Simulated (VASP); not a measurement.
# Al18W in VASP: further runs, part 2 of 3

VASP 6.6.1. The steps go on from the part before.

**3. Single point, PBE+D3(BJ)**

File INCAR:

```
SYSTEM = Al18W
ALGO = Normal ; EDIFF = 1E-6
ENCUT = 520 ; GGA = PE
ISIF = 2 ; ISMEAR = 0
IVDW = 12 ; LASPH = .TRUE.
LCHARG = .FALSE. ; LREAL = Auto
LWAVE = .FALSE. ; NBANDS = 49
NELM = 60 ; PREC = Accurate
SIGMA = 0.1
```

File KPOINTS:

```
k-points
0
G
  4 3 1
  0 0 0
```

File POSCAR:

```
Al18W
1.0
    5.7275650000      0.0000000000      0.0000000000
    4.2956740000      7.4403250000      0.0000000000
    0.0000000000      0.0000000000     17.6765370000
Al W
18 1
Direct
    0.1666666600      0.1111111100      0.0565721700
    0.6666666500      0.1111111100      0.0565721700
    0.1666666400      0.4444444500      0.0565721700
    0.6666666300      0.4444444500      0.0565721700
    0.1666666200      0.7777777900      0.0565721700
    0.6666666100      0.7777777900      0.0565721700
   -0.1749137189      0.2190488049      0.1900235009
    0.3237310577      0.2228221278      0.1908303232
   -0.1744338774      0.5589789785      0.1837661483
    0.3256674407      0.5552436982      0.1872529307
   -0.1611159928      0.8873051933      0.1878494387
    0.3302590600      0.8926217908      0.1894762688
    0.0608287071      0.0304618345      0.3413907471
    0.5795246011     -0.0221673339      0.3211312241
   -0.0682302801      0.3711176499      0.3104148864
    0.4906361059      0.3322139290      0.3229534393
    0.0116073031      0.6567684684      0.3198636729
    0.4733483791      0.6822517686      0.3148809316
    0.2645398427      1.2113020469      0.4091170211
```

Potentials or basis: VASP PAW PBE potentials, release 64 (Al, W_sv).

Started as:

```console
> cat potpaw_PBE.64/Al/POTCAR potpaw_PBE.64/W_sv/POTCAR > POTCAR
> mpirun -np 1 vasp_std > vasp.out
```

OUTCAR:

```text
SYSTEM = Al18W
   EDIFF = 1E-6
   ENCUT = 520
   GGA = PE
   ISIF = 2
   ISMEAR = 0
   IVDW = 12
   LASPH = .TRUE.
   LREAL = Auto
   NELM = 60
   PREC = Accurate
 IVDW          = 12

 ion  position               nearest neighbor table
   1  0.167  0.111  0.057-  12 2.86   6 2.86   2 2.86   3 2.86   5 2.86   4 2.86   2 2.86   8 2.87
                             7 2.90
   2  0.667  0.111  0.057-   7 2.84  11 2.86   5 2.86   1 2.86   3 2.86   4 2.86   6 2.86   1 2.86
                             8 2.92
   3  0.167  0.444  0.057-   9 2.81  10 2.82   4 2.86   2 2.86   1 2.86   5 2.86   6 2.86   4 2.86
                             8 2.89
   4  0.667  0.444  0.057-   9 2.78  10 2.86   3 2.86   5 2.86   2 2.86   6 2.86   1 2.86   3 2.86
                             7 2.89
   5  0.167  0.778  0.057-  11 2.83  10 2.84   2 2.86   6 2.86   4 2.86   1 2.86   3 2.86   6 2.86
                            12 2.88
   6  0.667  0.778  0.057-   9 2.78  11 2.86   1 2.86   5 2.86   4 2.86   2 2.86   3 2.86   5 2.86
                            12 2.88
   7  0.825  0.219  0.190-  15 2.72  11 2.81   2 2.84  12 2.85   8 2.86   8 2.87  10 2.87  16 2.88
                             4 2.89   1 2.90   9 2.92  13 3.07
   8  0.324  0.223  0.191-  12 2.82  16 2.85   7 2.86  10 2.86   1 2.87   7 2.87   9 2.87  15 2.88
                             3 2.89  11 2.92   2 2.92  14 2.97
   9  0.826  0.559  0.184-  15 2.65   6 2.78   4 2.78   3 2.81  10 2.85  12 2.85  11 2.86   8 2.87
[... 9 lines left out ...]
  14  0.580  0.978  0.321-  19 2.47  17 2.63  11 2.68  13 2.80  16 2.82  18 2.89   8 2.97  12 3.01
                            13 3.03
  15  0.932  0.371  0.310-  19 2.44   9 2.65  18 2.65  13 2.69  17 2.72  16 2.72   7 2.72   8 2.88
                            16 3.06
  16  0.491  0.332  0.323-  19 2.53  15 2.72  17 2.77  14 2.82   8 2.85   7 2.88  10 2.92  18 2.96
                            13 3.00  15 3.06
  17  0.012  0.657  0.320-  14 2.63  15 2.72  18 2.76  16 2.77  10 2.81  11 2.90   9 2.92  18 2.98

  18  0.473  0.682  0.315-  15 2.65  12 2.71  17 2.76  13 2.77  10 2.81  14 2.89   9 2.90  16 2.96
                            17 2.98
  19  0.265  0.211  0.409-  15 2.44  14 2.47  16 2.53  13 2.65

  LATTYP: Found a simple monoclinic cell.
 ALAT       =     5.7275650000
 B/A-ratio  =     3.0862219809
 C/A-ratio  =     1.3228756151
 COS(beta)  =    -0.1889822093

  Lattice vectors:

 A1 = (   5.7275650000,   0.0000000000,   0.0000000000)
 A2 = (   0.0000000000,   0.0000000000, -17.6765370000)
 A3 = (  -1.4318910000,   7.4403250000,   0.0000000000)

Analysis of symmetry for initial positions (statically):
=====================================================================
 Subroutine PRICEL returns:
 Original cell was already a primitive cell.

 Routine SETGRP: Setting up the symmetry group for a
 simple monoclinic supercell.

 Subroutine GETGRP returns: Found  1 space group operations
 (whereof  1 operations were pure point group operations)
 out of a pool of  4 trial point group operations.

The static configuration has the point symmetry C_1 .

Analysis of symmetry for dynamics (positions and initial velocities):
=====================================================================
 Subroutine PRICEL returns:
 Original cell was already a primitive cell.

 Routine SETGRP: Setting up the symmetry group for a
 simple monoclinic supercell.

 Subroutine GETGRP returns: Found  1 space group operations
 (whereof  1 operations were pure point group operations)
[... 99 lines left out ...]
 -0.250000  0.333333  0.000000      2.000000
   k-points           NKPTS =      7   k-points in BZ     NKDIM =      7   number of bands    NBANDS=     49
   number of dos      NEDOS =    301   number of ions     NIONS =     19
   total plane-waves  NPLWV = 430080
   dimension x,y,z NGX =    48 NGY =   64 NGZ =  140
   dimension x,y,z NGXF=    96 NGYF=  128 NGZF=  280
   ions per type =              18   1
   NGX,Y,Z   is equivalent  to a cutoff of  13.93, 12.38, 13.17 a.u.
   NGXF,Y,Z  is equivalent  to a cutoff of  27.86, 24.77, 26.33 a.u.
 SYSTEM =  Al18W
   PREC   = accura    normal or accurate (medium, high low for compatibility)
   ISTART =      0    job   : 0-new  1-cont  2-samecut
   ICHARG =      2    charge: 1-file 2-atom 10-const
   ISPIN  =      1    spin polarized calculation?
   LNONCOLLINEAR =      F non collinear calculations
   LSORBIT =      F    spin-orbit coupling
   LASPH  =      T    aspherical Exc in radial PAW
   ENCUT  =  520.0 eV  38.22 Ry    6.18 a.u.  10.65 15.97 32.87*2*pi/ulx,y,z
   NELM   =     60;   NELMIN=  2; NELMDL= -5     # of ELM steps
   EDIFF  = 0.1E-05   stopping-criterion for ELM
   LREAL  =      T    real-space projection
   EDIFFG = 0.1E-04   stopping-criterion for IOM
   NSW    =      0    number of steps for IOM
   IBRION =     -1    ionic relax: 0-MD 1-quasi-New 2-CG
   NFREE  =      0    steps in history (QN), initial steepest desc. (CG)
   ISIF   =      2    stress and relaxation
   ISYM   =      2    0-nonsym 1-usesym 2-fastsym
   POTIM  = 0.5000    time-step for ionic-motion
   TEBEG  =    0.0;   TEEND  =   0.0 temperature during run
   PSTRESS=    0.0 pullay stress
   NELECT =      68.0000    total number of electrons
   NUPDOWN=      -1.0000    fix difference up-down
   EMIN   =  10.00;   EMAX   =-10.00  energy-range for DOS
   EFERMI =   0.00;   METHOD = LEGACY
   ISMEAR =     0;   SIGMA  =   0.10  broadening in eV -4-tet -1-fermi 0-gaus
   EFERMI_NEDOS =   21; number of points for ismear=-14 and -15
   IALGO  =     38    algorithm
   IMIX   =      4    mixing-type and parameters
     AMIX     =   0.40;   BMIX     =  1.00
     AMIX_MAG =   1.60;   BMIX_MAG =  1.00
  volume/ion in A,a.u.               =      39.65       267.55
  Fermi-wavevector in a.u.,A,eV,Ry     =   0.734387  1.387790  7.337945  0.539324
  Thomas-Fermi vector in A             =   1.827327
   LORBIT       =      0    0 simple, 1 ext, 2 COOP (PROOUT), +10 PAW based schemes
   GGA     = PE    functional components
   LHFCALC =     F    Hartree Fock is set to
   AEXX    =    0.0000 exact exchange contribution
   IVDW    =    12    specifies the selected vdW correction
   LEPSILON=     F    determine dielectric tensor
   LRPA    =     F    only Hartree local field effects (RPA)
 non-spin polarized calculation
 Gauss-broadening in eV      SIGMA  =   0.10
  energy-cutoff  :      520.00
  volume of cell :      753.28
 maximum number of plane-waves:     20302
 NGX is ok and might be reduce to    48
   NGX = 21   NGY = 31   NGZ = 65

 number of electron      68.0000003 magnetization

 Free energy of the ion-electron system (eV)
  ---------------------------------------------------
  ext. energy  EPLUGINS =         0.00000000
  ---------------------------------------------------
  free energy    TOTEN  =       -71.78548119 eV

  energy without entropy =      -71.73748794  energy(sigma->0) =      -71.76148457

 E-fermi :   1.1755     XC(G=0):  -5.4142

 val. band max:        1.1562340181   @ k =   0.0000   0.3333   0.0000
 cond. band min:       1.2049235016   @ k =   0.0000   0.0000   0.0000
 fundamental gap:      0.0486894836
 Fermi energy:         1.1755057364

 k-point     1 :       0.0000    0.0000    0.0000
  band No.  band energies     occupation
      1     -72.1763      2.00000
      2     -36.5818      2.00000
      3     -36.4207      2.00000
      4     -36.3605      2.00000
      5      -9.2998      2.00000
      6      -7.6543      2.00000
[... 332 lines left out ...]
     45       3.3329      0.00000
     46       3.4864      0.00000
 [bands above 46 left out]

------------------------ aborting loop because EDIFF is reached ----------------------------------------

 Edisp (eV)   -4.60554

 E8    (eV) :    -2.1589

  FORCE on cell =-STRESS in cart. coord.  units (eV):
  Direction    XX          YY          ZZ          XY          YZ          ZX
  --------------------------------------------------------------------------------------
  -------------------------------------------------------------------------------------
  Total      -9.82569    -9.47633    -0.12919    -2.07936    -0.01995    -0.01641
  in kB     -20.89846   -20.15540    -0.27478    -4.42263    -0.04244    -0.03490
  external pressure =      -13.78 kB  Pullay stress =        0.00 kB

 VOLUME and BASIS-vectors are now :
 -----------------------------------------------------------------------------
  energy-cutoff  :      520.00
  volume of cell :      753.28
      direct lattice vectors                 reciprocal lattice vectors
     5.727565000  0.000000000  0.000000000     0.174594265 -0.100802054  0.000000000
     4.295674000  7.440325000  0.000000000     0.000000000  0.134402731  0.000000000
     0.000000000  0.000000000 17.676537000     0.000000000  0.000000000  0.056572167

 POSITION                                       TOTAL-FORCE (eV/Angst)
 -----------------------------------------------------------------------------------
      1.43189      0.82670      1.00000         0.020994     -0.084264     -0.012707
      4.29567      0.82670      1.00000         0.019169      0.032062      0.019271
      2.86378      3.30681      1.00000         0.081244      0.027683     -0.054398
      5.72756      3.30681      1.00000        -0.102523     -0.008703      0.012610
      4.29567      5.78692      1.00000         0.106436     -0.041286      0.066123
      7.15946      5.78692      1.00000        -0.110930      0.080611     -0.029704
[... 11 lines left out ...]
      5.64186      5.07617      5.56600        -0.003775      0.001377     -0.003418
      2.42285      1.57216      7.23177         0.006065     -0.000157     -0.000032
 -----------------------------------------------------------------------------------
    total drift:                               -0.009677      0.008460      0.002527

  FREE ENERGIE OF THE ION-ELECTRON SYSTEM (eV)
  ---------------------------------------------------
  free  energy   TOTEN  =       -76.3910250113 eV

  energy  without entropy=      -76.3430317646  energy(sigma->0) =      -76.36702839
```

Wall time 18 min (1 thread of Intel Xeon 8259CL, shared host); peak memory 0.86 GiB.

What came out:

```yaml
Free_energy: -76.3910 eV
Largest_force: 0.140 eV/Å
Band_gap_on_the_k_mesh: zero (bands 34 and 35 overlap by 0.28 eV)
Dispersion_energy_per_atom: -0.242 eV
```

Forces on the atoms (eV/Å):
```
Al   0.021 -0.084 -0.013
Al   0.019  0.032  0.019
Al   0.081  0.028 -0.054
Al  -0.103 -0.009  0.013
Al   0.106 -0.041  0.066
Al  -0.111  0.081 -0.030
Al  -0.004 -0.003 -0.003
Al   0.003  0.001  0.006
Al  -0.004 -0.002 -0.003
Al  -0.001 -0.005  0.001
Al   0.003  0.001  0.000
Al  -0.003  0.001 -0.008
Al   0.014 -0.007 -0.009
Al  -0.006 -0.006  0.006
Al  -0.008 -0.002 -0.004
Al  -0.006  0.010  0.003
Al  -0.006  0.004  0.013
Al  -0.004  0.001 -0.003
W    0.006  0.000  0.000
```

Caveat: there is no dipole correction, which matters where the two faces differ; spin-orbit coupling is left out, which moves the levels of the heavy elements.

**4. Single point, PBE+D3(BJ)**

File INCAR:

```
SYSTEM = Al18W
ALGO = Normal
EDIFF = 1E-7
ENCUT = 520
GGA = PE
ISIF = 2
ISMEAR = 0
IVDW = 12
LASPH = .True.
LCHARG = .False.
LREAL = Auto
LWAVE = .False.
NBANDS = 49
NELM = 100
PREC = Accurate
SIGMA = 0.1
```

File KPOINTS:

```
k-points
0
Gamma
  4 3 1
  0 0 0
```

File POSCAR:

```
Al18W
1.0
    5.7275650000      0.0000000000      0.0000000000
    4.2956740000      7.4403250000      0.0000000000
    0.0000000000      0.0000000000     17.6765370000
Al W
18 1
Direct
    0.1666665958      0.1111111410      0.0565722234
    0.6666666831      0.1111111410      0.0565722234
    0.1666667458      0.4444444295      0.0565722234
    0.6666666585      0.4444444295      0.0565722234
    0.1666666204      0.7777778524      0.0565722234
    0.6666667077      0.7777778524      0.0565722234
   -0.1750435438      0.2257031783      0.1836648208
    0.3249876740      0.2217244542      0.1872345245
   -0.1615520573      0.5537107586      0.1878891210
    0.3299454725      0.5589946676      0.1892503039
   -0.1757432381      0.8854954589      0.1898172702
    0.3227194571      0.8892260755      0.1911270290
   -0.0706462352      0.0381311300      0.3102246781
    0.4896243879     -0.0007767134      0.3226061756
    0.0103996381      0.3225485446      0.3203178881
    0.4713956804      0.3493641743      0.3147090406
    0.0621474248      0.6969862204      0.3407987662
    0.5807153635      0.6441000897      0.3214423164
    0.2633655798      0.8788321747      0.4087738452
```

Started as:

```console
> cat potpaw_PBE.64/Al/POTCAR potpaw_PBE.64/W_sv/POTCAR > POTCAR
> mpirun -np 1 vasp_std > vasp.out
```

Wall time 24 min (1 thread of Intel Xeon 8259CL, shared host); peak memory 0.87 GiB.

Results (log left out):

```
Free energy                : -76.3914 eV
Largest force              : 0.142 eV/Å
Band gap on the k mesh     : zero (bands 34 and 35 overlap by 0.28 eV)
Dispersion energy per atom : -0.242 eV
```

Forces on the atoms (eV/Å):
```
Al   0.082  0.026 -0.051
Al  -0.107 -0.009  0.009
Al   0.100 -0.042  0.064
Al  -0.112  0.080 -0.036
Al   0.018 -0.084 -0.015
Al   0.016  0.032  0.021
Al  -0.004 -0.002  0.000
Al  -0.002  0.000  0.003
Al   0.004  0.005  0.003
Al   0.000  0.004  0.000
Al  -0.001 -0.001  0.000
Al   0.001  0.000  0.003
Al   0.000 -0.006  0.002
Al  -0.002 -0.004  0.009
Al   0.004 -0.005  0.001
Al   0.003 -0.015  0.001
Al  -0.002  0.004 -0.004
Al  -0.002  0.011  0.008
W    0.004  0.006 -0.018
```

Levels at points of the mesh, in eV from the Fermi level:
| k point | band 32 | band 33 | band 34 | band 35 | band 36 | band 37 |
| --- | --- | --- | --- | --- | --- | --- |
| (0.00, 0.00, 0.00) | -0.61 | -0.52 | -0.31 | 0.03 | 0.10 | 0.36 |
| (0.50, 0.00, 0.00) | -0.77 | -0.23 | -0.19 | 0.14 | 0.46 | 0.76 |

Caveat: there is no dipole correction, which matters where the two faces differ; spin-orbit coupling is left out, which moves the levels of the heavy elements.

(Continued in part 3 of 3.)

The gap in the log of VASP goes by the Fermi energy; the results here count the filled bands.